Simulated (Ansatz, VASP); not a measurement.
## Two plane-wave programs on Zn

```
Zn
1.0
     2.55292    0.00000    0.00000
    -1.27646    2.21089    0.00000
     0.00000    0.00000    4.84821
Zn
2
Cartesian
  0.0000 1.4739 1.2121
  1.2765 0.7370 3.6362
```

Alike in both runs: functional LDA; k mesh 18 × 18 × 10; occupations fermi-dirac, width 0.15 eV; no spin polarisation.

Ansatz relaxed the structure, and its values are those at the end. VASP's run is a single point on that final structure, the one shown.

|  | VASP | Ansatz |
| --- | --- | --- |
| version | VASP 6.6.1 | Ansatz 0.2.0 |
| potentials or method | VASP PAW LDA potentials, release 64 (Zn), cutoff 520 eV | scalar-relativistic, plane waves, PAW |
| valence electrons in the cell | 24 | 24 |

Ansatz gave:

- gap on the k mesh at the Fermi level (eV): none
- pressure (GPa): 0.0

Question: Estimate VASP's values.

Answer: gap on the k mesh at the Fermi level (eV): none; pressure (GPa): 0.7.

LDA's correlation is that of Perdew and Zunger in VASP and of Perdew and Wang (1992) in Ansatz. A gap of «none» marks a metal or a gap that the smearing closes.
